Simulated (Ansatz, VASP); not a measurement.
This is a calculation of Pd for VASP 6.6.1.

Contents of INCAR:

```
  ALGO = Normal
  EDIFF = 1E-6
  ENCUT = 520
  ISIF = 2
  ISMEAR = -1
  LASPH = True
  LCHARG = False
  LREAL = False
  LWAVE = False
  NBANDS = 17
  NELM = 100
  PREC = Accurate
  SIGMA = 0.05
```

File KPOINTS:

```
k-points
0
Gamma
  11 11 6
```

POSCAR

```
Pd
1.0
    2.7649821671      0.0000000000      0.0000000000
   -1.3824910836      2.3945447978      0.0000000000
    0.0000000000      0.0000000000      4.5978256680
Pd
2
Direct
    0.3333333333      0.6666666667      0.2500000000
    0.6666666667      0.3333333333      0.7500000000
```

Potentials or basis: VASP PAW LDA potentials, release 64 (Pd).

Run with:

```console
$ cat potpaw_LDA.64/Pd/POTCAR > POTCAR
$ mpirun -np 1 vasp_std > vasp.out
```

**Question.** Translate it to Ansatz 0.2.0. Potentials there: all-electron LAPW, scalar-relativistic.

**Answer.** As run (the cutoff follows the program's own potentials):

input.yaml

```yaml
crystal:
  lattice:
    - [2.7649821671, 0.0, 0.0]
    - [-1.3824910836, 2.3945447978, 0.0]
    - [0.0, 0.0, 4.597825668]
  atoms:
    - { symbol: Pd, position: [0.3333333333, 0.6666666667, 0.25] }
    - { symbol: Pd, position: [0.6666666667, 0.3333333333, 0.75] }
kpoints:
  mp_grid: { grid: [11, 11, 6] }
scf:
  occupations: { method: fermi_dirac, width: 0.05 }
hamiltonian:
  xc: lda
  pseudopotentials: { kind: all_electron, lapw: { basis_error: 0.001 } }
output:
  forces: true
  stress: true
  eigenvalues: true
```

Potentials or basis: all-electron LAPW, scalar-relativistic.

The run is started by

```bash
$ ansatz run input.yaml --threads 1 --pin off --max-ram 3072MiB --backend cpu --events-out ev --progress --plain --runs-dir out
```

Both were run:

|  | VASP | Ansatz | Ansatz less VASP |
| --- | --- | --- | --- |
| gap on the k mesh at the Fermi level (eV) | none | none | - |
| pressure (GPa) | -12.5 | -12.8 | -0.27 |
| traceless stress, the component that is largest in VASP (GPa) | 0.38 | 0.49 | +0.110 |

LDA's correlation is that of Perdew and Zunger in VASP and of Perdew and Wang (1992) in Ansatz. A gap of «none» marks a metal or a gap that the smearing closes. Ansatz ran all-electron here, and VASP with PAW potentials.
